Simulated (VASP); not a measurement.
# BiTe (Fm-3m) in VASP: settings compared

Aim: see how the results for BiTe move with the level of theory and the settings. Levels: PBE, PBEsol. Tasks: single point.

Program: VASP 6.6.1. These are calculated values, not measurements. Logs are shortened: lines on timing, memory, paths and dates and some standing lists are left out, and cuts for length are marked.

### 1 The cell of the first run

It takes space group Fm-3m (No. 225, cubic). Conventional cell: a = 6.470 Å, b = 6.470 Å, c = 6.470 Å, α = 90.00°, β = 90.00°, γ = 90.00°. Within 4.3 Å of Bi (site symmetry m-3m) lie 6 Te at 3.23 Å. Within 4.3 Å of Te (site symmetry m-3m) lie 6 Bi at 3.23 Å.

### 2 Single point, PBE

INCAR reads:

```
SYSTEM = BiTe
ALGO = Normal
EDIFF = 1E-7
ENCUT = 520
GGA = PE
ISIF = 2
ISMEAR = 0
LASPH = .True.
LCHARG = .True.
LELF = .True.
LREAL = .False.
LVHAR = .True.
LWAVE = .False.
NBANDS = 18
NELM = 60
PREC = Accurate
SIGMA = 0.023
```

KPOINTS reads:

```
k-points
0
Gamma
  7 7 7
  0 0 0
```

POSCAR reads:

```
BiTe
1.0
    0.0000000000      3.2350000000      3.2350000000
    3.2350000000      0.0000000000      3.2350000000
    3.2350000000      3.2350000000      0.0000000000
Bi Te
1 1
Direct
    0.0000000000      0.0000000000      0.0000000000
    0.5000000000      0.5000000000      0.5000000000
```

Potentials or basis: VASP PAW PBE potentials, release 64 (Bi_d, Te).

Command:

```console
cat potpaw_PBE.64/Bi_d/POTCAR potpaw_PBE.64/Te/POTCAR > POTCAR
mpirun -np 1 vasp_std > vasp.out
```

OUTCAR:

```text
SYSTEM = BiTe
   EDIFF = 1E-7
   ENCUT = 520
   GGA = PE
   ISIF = 2
   ISMEAR = 0
   LASPH = .True.
   LREAL = .False.
   NELM = 60
   PREC = Accurate

 ion  position               nearest neighbor table
   1  0.000  0.000  0.000-   2 3.23   2 3.23   2 3.23   2 3.23   2 3.23   2 3.23
   2  0.500  0.500  0.500-   1 3.23   1 3.23   1 3.23   1 3.23   1 3.23   1 3.23

  LATTYP: Found a face centered cubic cell.
 ALAT       =     6.4700000000

  Lattice vectors:

 A1 = (   0.0000000000,   3.2350000000,   3.2350000000)
 A2 = (   3.2350000000,   0.0000000000,   3.2350000000)
 A3 = (   3.2350000000,   3.2350000000,   0.0000000000)

Analysis of symmetry for initial positions (statically):
=====================================================================
 Subroutine PRICEL returns:
 Original cell was already a primitive cell.

 Routine SETGRP: Setting up the symmetry group for a
 face centered cubic supercell.

 Subroutine GETGRP returns: Found 48 space group operations
 (whereof 48 operations were pure point group operations)
 out of a pool of 48 trial point group operations.

The static configuration has the point symmetry O_h .

Analysis of symmetry for dynamics (positions and initial velocities):
=====================================================================
 Subroutine PRICEL returns:
 Original cell was already a primitive cell.

 Routine SETGRP: Setting up the symmetry group for a
 face centered cubic supercell.

 Subroutine GETGRP returns: Found 48 space group operations
 (whereof 48 operations were pure point group operations)
 out of a pool of 48 trial point group operations.

The dynamic configuration has the point symmetry O_h .

 Subroutine INISYM returns: Found 48 space group operations
 (whereof 48 operations are pure point group operations),
 and found     1 'primitive' translations

----------------------------------------------------------------------------------------

                                     Primitive cell

  volume of cell :      67.7100

  direct lattice vectors                    reciprocal lattice vectors
     0.000000000  3.235000000  3.235000000    -0.154559505  0.154559505  0.154559505
     3.235000000  0.000000000  3.235000000     0.154559505 -0.154559505  0.154559505
     3.235000000  3.235000000  0.000000000     0.154559505  0.154559505 -0.154559505

  length of vectors
     4.574980874  4.574980874  4.574980874     0.267704916  0.267704916  0.267704916

[... 73 lines left out ...]
   ENCUT  =  520.0 eV  38.22 Ry    6.18 a.u.   8.51  8.51  8.51*2*pi/ulx,y,z
   NELM   =     60;   NELMIN=  2; NELMDL= -5     # of ELM steps
   EDIFF  = 0.1E-06   stopping-criterion for ELM
   LREAL  =      F    real-space projection
   EDIFFG = 0.1E-05   stopping-criterion for IOM
   NSW    =      0    number of steps for IOM
   IBRION =     -1    ionic relax: 0-MD 1-quasi-New 2-CG
   NFREE  =      0    steps in history (QN), initial steepest desc. (CG)
   ISIF   =      2    stress and relaxation
   ISYM   =      2    0-nonsym 1-usesym 2-fastsym
   POTIM  = 0.5000    time-step for ionic-motion
   TEBEG  =    0.0;   TEEND  =   0.0 temperature during run
   PSTRESS=    0.0 pullay stress
   NELECT =      21.0000    total number of electrons
   NUPDOWN=      -1.0000    fix difference up-down
   EMIN   =  10.00;   EMAX   =-10.00  energy-range for DOS
   EFERMI =   0.00;   METHOD = LEGACY
   ISMEAR =     0;   SIGMA  =   0.02  broadening in eV -4-tet -1-fermi 0-gaus
   EFERMI_NEDOS =   21; number of points for ismear=-14 and -15
   IALGO  =     38    algorithm
   IMIX   =      4    mixing-type and parameters
     AMIX     =   0.40;   BMIX     =  1.00
     AMIX_MAG =   1.60;   BMIX_MAG =  1.00
  volume/ion in A,a.u.               =      33.86       228.46
  Fermi-wavevector in a.u.,A,eV,Ry     =   1.108146  2.094092 16.707785  1.227988
  Thomas-Fermi vector in A             =   2.244669
   LORBIT       =      0    0 simple, 1 ext, 2 COOP (PROOUT), +10 PAW based schemes
   GGA     = PE    functional components
   LHFCALC =     F    Hartree Fock is set to
   AEXX    =    0.0000 exact exchange contribution
   IVDW    =     0    specifies the selected vdW correction
   LEPSILON=     F    determine dielectric tensor
   LRPA    =     F    only Hartree local field effects (RPA)
 non-spin polarized calculation
 Gauss-broadening in eV      SIGMA  =   0.02
  energy-cutoff  :      520.00
  volume of cell :       67.71
 maximum number of plane-waves:      1841
 NGX is ok and might be reduce to    36
   NGX = 17   NGY = 17   NGZ = 17

 number of electron      21.0000001 magnetization

 Free energy of the ion-electron system (eV)
  ---------------------------------------------------
  ext. energy  EPLUGINS =         0.00000000
  ---------------------------------------------------
  free energy    TOTEN  =        -7.14418510 eV

  energy without entropy =       -7.14238703  energy(sigma->0) =       -7.14328606

 E-fermi :   6.6889     XC(G=0):  -9.4304

 val. band max:        6.6808691027   @ k =  -0.4286   0.1429   0.0000
 cond. band min:       6.6908305082   @ k =  -0.4286   0.1429   0.0000
 fundamental gap:      0.0099614055
 Fermi energy:         6.6888841439

 k-point     1 :       0.0000    0.0000    0.0000
  band No.  band energies     occupation
      1     -16.5024      2.00000
      2     -16.5024      2.00000
      3     -16.5001      2.00000
      4     -16.5001      2.00000
      5     -16.5001      2.00000
      6      -6.8658      2.00000
[... 397 lines left out ...]
      5     -16.4903      2.00000
      6      -4.6024      2.00000
[... 10 lines left out ...]
     17      16.0384      0.00000
     18      16.8885      0.00000

------------------------ aborting loop because EDIFF is reached ----------------------------------------

  FORCE on cell =-STRESS in cart. coord.  units (eV):
  Direction    XX          YY          ZZ          XY          YZ          ZX
  --------------------------------------------------------------------------------------
  -------------------------------------------------------------------------------------
  Total        0.4025063      0.4025063      0.4025063      0.0000000     -0.0000000      0.0000000
  in kB        9.5242409      9.5242409      9.5242409      0.0000000     -0.0000000      0.0000000
  external PRESSURE =       9.5242409 kB  Pullay stress =       0.0000000 kB

 VOLUME and BASIS-vectors are now :
 -----------------------------------------------------------------------------
  energy-cutoff  :      520.00
  volume of cell :       67.71
      direct lattice vectors                 reciprocal lattice vectors
     0.000000000  3.235000000  3.235000000    -0.154559505  0.154559505  0.154559505
     3.235000000  0.000000000  3.235000000     0.154559505 -0.154559505  0.154559505
     3.235000000  3.235000000  0.000000000     0.154559505  0.154559505 -0.154559505

 POSITION                                       TOTAL-FORCE (eV/Angst)
 -----------------------------------------------------------------------------------
      0.00000      0.00000      0.00000        -0.000000     -0.000000     -0.000000
      3.23500      3.23500      3.23500         0.000000      0.000000      0.000000
 -----------------------------------------------------------------------------------
    total drift:                               -0.000000      0.000000      0.000000

  FREE ENERGIE OF THE ION-ELECTRON SYSTEM (eV)
  ---------------------------------------------------
  free  energy   TOTEN  =        -7.1441850952 eV

  energy  without entropy=       -7.1423870275  energy(sigma->0) =       -7.14328606
```

OSZICAR:

```text
N       E                     dE             d eps       ncg     rms          rms(c)
DAV:   1     0.158356619733E+03    0.15836E+03   -0.99461E+03   720   0.113E+03
DAV:   2     0.521535330484E+01   -0.15314E+03   -0.14927E+03   778   0.304E+02
DAV:   3    -0.683080754503E+01   -0.12046E+02   -0.11887E+02   928   0.897E+01
DAV:   4    -0.715609703697E+01   -0.32529E+00   -0.32502E+00   820   0.157E+01
DAV:   5    -0.717089565693E+01   -0.14799E-01   -0.14798E-01   994   0.320E+00    0.655E+00
DAV:   6    -0.713972902790E+01    0.31167E-01   -0.10496E-01  1018   0.195E+00    0.393E+00
DAV:   7    -0.714416506514E+01   -0.44360E-02   -0.27798E-02   808   0.823E-01    0.565E-01
DAV:   8    -0.714402087217E+01    0.14419E-03   -0.46542E-03   916   0.448E-01    0.151E-01
DAV:   9    -0.714418221650E+01   -0.16134E-03   -0.47704E-04   804   0.131E-01    0.732E-02
DAV:  10    -0.714418300694E+01   -0.79044E-06   -0.24790E-05   960   0.280E-02    0.370E-02
DAV:  11    -0.714418616034E+01   -0.31534E-05   -0.30585E-05   818   0.392E-02    0.151E-02
DAV:  12    -0.714418522349E+01    0.93685E-06   -0.62410E-06   832   0.197E-02    0.475E-03
DAV:  13    -0.714418504984E+01    0.17365E-06   -0.47873E-07   824   0.467E-03    0.906E-04
DAV:  14    -0.714418509517E+01   -0.45336E-07   -0.65353E-08   534   0.263E-03
   1 F= -.71441851E+01 E0= -.71432861E+01  d E =-.179807E-02
```

It took 13 s on 1 thread of Intel Xeon 6975P-C (Granite Rapids), shared host; peak memory 0.21 GiB.

Results:

```
Free energy : -7.1442 eV
Pressure    : 1.0 GPa
```

Caveat: spin-orbit coupling is left out, which moves the levels of the heavy elements.

### 3 Single point, PBEsol

INCAR reads:

```
PREC = Accurate
ENCUT = 520
EDIFF = 1E-6
ISMEAR = -1
SIGMA = 0.05
LREAL = F
LASPH = T
NELM = 60
ALGO = Normal
ISIF = 2
LWAVE = F
LCHARG = F
GGA = PS
NBANDS = 18
```

KPOINTS reads:

```
regular mesh
0
Gamma
  6 6 6
```

POSCAR is that of step 2.

Potentials or basis: VASP PAW PBE potentials, release 64 (Bi_d, Te).

Command:

```console
cat potpaw_PBE.64/Bi_d/POTCAR potpaw_PBE.64/Te/POTCAR > POTCAR
mpirun -np 1 vasp_std > vasp.out
```

It took 42 s on 1 thread of AMD EPYC 7R13, shared host; peak memory 0.18 GiB.

The run converged. Its results:

| Quantity | Value |
| --- | --- |
| Free energy | -7.9738 eV |
| Pressure | -1.6 GPa |

Levels at points of the mesh, in eV from the Fermi level:
```
           k point  band 8  band 9  band 10  band 11  band 12  band 13
(0.00, 0.00, 0.00)   -2.42   -2.42    -2.42     2.26     2.26     2.26
(0.50, 0.00, 0.00)   -1.79   -1.79    -1.49    -0.75    -0.52    -0.52
(0.50, 0.50, 0.00)   -5.56   -3.90    -3.90     2.28     3.70     3.70
```

Caveat: the PAW data sets were made with another functional, which shifts forces and pressure a little; spin-orbit coupling is left out, which moves the levels of the heavy elements.

### 4 Single point, PBEsol

INCAR reads:

```
  PREC = Accurate
  ENCUT = 520
  EDIFF = 1E-6
  ISMEAR = -1
  SIGMA = 0.05
  LREAL = F
  LASPH = T
  NELM = 60
  ALGO = Normal
  ISIF = 2
  LWAVE = F
  LCHARG = T
  GGA = PS
  LELF = T
  LVHAR = T
  NBANDS = 18
```

KPOINTS reads:

```
regular mesh
0
Gamma
  5 5 5
```

POSCAR is that of step 3.

Command:

```console
cat potpaw_PBE.64/Bi_d/POTCAR potpaw_PBE.64/Te/POTCAR > POTCAR
mpirun -np 1 vasp_std > vasp.out
```

Run time: 17 s. Hardware: 1 thread of AMD EPYC 7R43 (Zen 3), shared host; peak memory 0.17 GiB.

It converged, with:

| Quantity | Value |
| --- | --- |
| Free energy | -7.9832 eV |
| Pressure | -1.8 GPa |

Levels at points of the mesh, in eV from the Fermi level:
```
           k point  band 8  band 9  band 10  band 11  band 12  band 13
(0.00, 0.00, 0.00)   -2.62   -2.62    -2.62     2.07     2.07     2.07
```

Caveat: the PAW data sets were made with another functional, which shifts forces and pressure a little; spin-orbit coupling is left out, which moves the levels of the heavy elements.

### 5 Single point, PBEsol

This run uses another cell than the first one, of 24.52 Å³/atom, 0.724 times its volume.

INCAR reads:

```
SYSTEM = BiTe
PREC     = Accurate       ! precision mode
ENCUT    = 520            ! plane-wave cutoff, eV
EDIFF    = 1E-7           ! SCF threshold, eV
ISMEAR   = -1             ! smearing method
SIGMA    = 0.05           ! smearing width, eV
LREAL    = .FALSE.        ! projectors in reciprocal space
LASPH    = .TRUE.         ! aspherical terms in the spheres
NELM     = 100            ! most SCF steps
ALGO     = Normal         ! electronic algorithm
ISIF     = 2              ! what is computed and relaxed
LWAVE    = .FALSE.        ! write WAVECAR
LCHARG   = .TRUE.         ! write CHGCAR
GGA      = PS             ! functional
LELF     = .TRUE.         ! ELF
LVHAR    = .TRUE.       
NBANDS   = 18             ! bands
```

KPOINTS reads:

```
regular mesh
0
G
  7 7 7
  0 0 0
```

POSCAR reads:

```
BiTe
1.0
    0.0000000000      2.9053546577      2.9053546577
    2.9053546577      0.0000000000      2.9053546577
    2.9053546577      2.9053546577      0.0000000000
Bi Te
1 1
Direct
    0.0000000000      0.0000000000      0.0000000000
    0.5000000000      0.5000000000      0.5000000000
```

Command:

```console
cat potpaw_PBE.64/Bi_d/POTCAR potpaw_PBE.64/Te/POTCAR > POTCAR
mpirun -np 1 vasp_std > vasp.out
```

It took 19 s on 1 thread of AMD EPYC 7R43 (Zen 3), shared host; peak memory 0.14 GiB.

It converged, with:

```
Free energy : -6.7856 eV
Pressure    : 30.1 GPa
```

Levels at points of the mesh, in eV from the Fermi level:
```
           k point  band 6  band 7  band 8  band 9  band 10  band 11  band 12  band 13  band 14  band 15
(0.00, 0.00, 0.00)  -16.41   -6.66   -3.59   -3.59    -3.59     2.70     2.70     2.70     4.00     4.00
```

Caveat: the PAW data sets were made with another functional, which shifts forces and pressure a little; spin-orbit coupling is left out, which moves the levels of the heavy elements.

### 6 Single point, PBEsol

This run uses another cell than the first one, of 26.16 Å³/atom, 0.773 times its volume.

INCAR reads:

```
SYSTEM = BiTe
PREC = Accurate ; ENCUT = 520
EDIFF = 1E-6 ; ISMEAR = -1
SIGMA = 0.05 ; LREAL = .FALSE.
LASPH = .TRUE. ; NELM = 100
ALGO = Normal ; ISIF = 2
LWAVE = .FALSE. ; LCHARG = .FALSE.
GGA = PS ; NBANDS = 18
```

KPOINTS reads:

```
Automatic mesh
0
G
  7 7 7
  0 0 0
```

POSCAR reads:

```
BiTe
1.0
    0.0000000000      2.9686657928      2.9686657928
    2.9686657928      0.0000000000      2.9686657928
    2.9686657928      2.9686657928      0.0000000000
Bi Te
1 1
Direct
    0.0000000000      0.0000000000      0.0000000000
    0.5000000000      0.5000000000      0.5000000000
```

Potentials or basis: VASP PAW PBE potentials, release 64 (Bi_d, Te).

Command:

```console
cat potpaw_PBE.64/Bi_d/POTCAR potpaw_PBE.64/Te/POTCAR > POTCAR
mpirun -np 1 vasp_std > vasp.out
```

Wall time 24 s (1 thread of AMD EPYC 7R43 (Zen 3), shared host); peak memory 0.14 GiB.

Results (log left out):

```yaml
Free_energy: -7.2933 eV
Pressure: 20.0 GPa
```

Levels at points of the mesh, in eV from the Fermi level:
| k point | band 6 | band 7 | band 8 | band 9 | band 10 | band 11 | band 12 | band 13 | band 14 | band 15 |
| --- | --- | --- | --- | --- | --- | --- | --- | --- | --- | --- |
| (0.00, 0.00, 0.00) | -15.77 | -7.06 | -3.39 | -3.39 | -3.39 | 2.57 | 2.57 | 2.57 | 4.10 | 4.10 |

Caveat: the PAW data sets were made with another functional, which shifts forces and pressure a little; spin-orbit coupling is left out, which moves the levels of the heavy elements.

### 7 Overview

| level | cell | k mesh | smearing | gap on the mesh (eV) | pressure (GPa) |
| --- | --- | --- | --- | --- | --- |
| PBE | a = 4.575 Å, angles 60.0°, 2 atoms | 7 × 7 × 7 | gaussian 0.023 eV | none | 1.0 |
| PBEsol | a = 4.575 Å, angles 60.0°, 2 atoms | 6 × 6 × 6 | fermi-dirac 0.05 eV | none | -1.6 |
| PBEsol | a = 4.575 Å, angles 60.0°, 2 atoms | 5 × 5 × 5 | fermi-dirac 0.05 eV | none | -1.8 |
| PBEsol | a = 4.109 Å, angles 60.0°, 2 atoms | 7 × 7 × 7 | fermi-dirac 0.05 eV | none | 30.1 |
| PBEsol | a = 4.198 Å, angles 60.0°, 2 atoms | 7 × 7 × 7 | fermi-dirac 0.05 eV | none | 20.0 |

Alike in all rows: task single point; potentials or basis VASP PAW PBE potentials, release 64 (Bi_d, Te); no spin polarisation; cutoff (eV) 520.

Every run on the cell as given and a fine mesh finds a metal. The pressure there spans -1.8 GPa (PBEsol) to 1.0 GPa (PBE); a positive pressure means that this level wants a larger cell, a negative one a smaller.

Caveats: spin-orbit coupling is left out, which moves the levels of the heavy elements; the PAW data sets were made with another functional, which shifts forces and pressure a little (some runs).

Absolute energies hang on the potentials; compare differences alone.
